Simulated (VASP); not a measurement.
Na, 4 atoms in the cell. It takes space group P6_3/mmc (No. 194, hexagonal). The conventional cell has a = 3.528 Å, b = 3.528 Å, c = 12.504 Å, α = 90.00°, β = 90.00°, γ = 120.00°. Within 4.6 Å of Na (site symmetry -3m) lie 12 Na at 3.53 to 3.73 Å. Na (site symmetry -6m2) has 12 Na at 3.53 to 3.73 Å within 4.6 Å. This isn't the form of Na at room conditions, which is bcc. This cell differs from its parent crystal: biaxial strain in the a-b plane: -6.0 %, then relaxed in part.

```yaml
Program: VASP 6.6.1
Task: single point
Functional: PBE
Potentials_or_basis: VASP PAW PBE potentials, release 64 (Na_pv)
Cutoff: 520 eV
k_mesh: 18 × 18 × 6
Occupations: gaussian, width 0.1 eV
Spin: no spin polarisation
Dipole_correction: no
Further_INCAR_settings: ALGO = Fast; EDIFF = 1e-06; NBANDS = 22
```

Potentials or basis: VASP PAW PBE potentials, release 64 (Na_pv).

Command:

```console
$ cat potpaw_PBE.64/Na_pv/POTCAR > POTCAR
$ mpirun -np 1 vasp_std > vasp.out
```

Hardware: 1 thread of Intel(R) Xeon(R) 6975P-C (Granite Rapids), with other jobs on the host.

**Question.** Estimate the wall time of this run.

**Answer.** It took 3.3 min on 1 thread of Intel(R) Xeon(R) 6975P-C (Granite Rapids) (shared host), peak memory 0.45 GiB. Counts: scf iterations 13, k points 148.
